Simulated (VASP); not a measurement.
LiCl, 2 atoms in the cell. The cell holds a wire or tube with vacuum around it, 2 atoms: a = 11.100 Å, b = 9.300 Å, c = 2.439 Å, α = 90.00°, β = 90.00°, γ = 90.00°. 

* Program: VASP 6.6.1
* Task: single point
* Functional: r2SCAN
* Potentials or basis: VASP PAW PBE potentials, release 64 (Li_sv, Cl)
* Cutoff: 520 eV
* k mesh: 1 × 1 × 26
* Occupations: gaussian, width 0.05 eV
* Spin: collinear spin
* Starting moments: [0.5, 0.5] μB
* Dipole correction: no
* Further INCAR settings: ALGO = Normal; EDIFF = 1e-07; NBANDS = 16

Potentials or basis: VASP PAW PBE potentials, release 64 (Li_sv, Cl).

Command:

```bash
$ cat potpaw_PBE.64/Li_sv/POTCAR potpaw_PBE.64/Cl/POTCAR > POTCAR
$ cp INCAR.step1 INCAR
$ mpirun -np 1 vasp_std > vasp.out
$ cp INCAR.step2 INCAR
$ mpirun -np 1 vasp_std > vasp.out
```

Hardware: 1 thread of Oxide Virtual Turin-like Processor, with other jobs on the host.

Problem. Estimate the wall time of this run.

Solution. It took 22 min on 1 thread of Oxide Virtual Turin-like Processor (shared host), peak memory 0.45 GiB. Counts: k points 14.
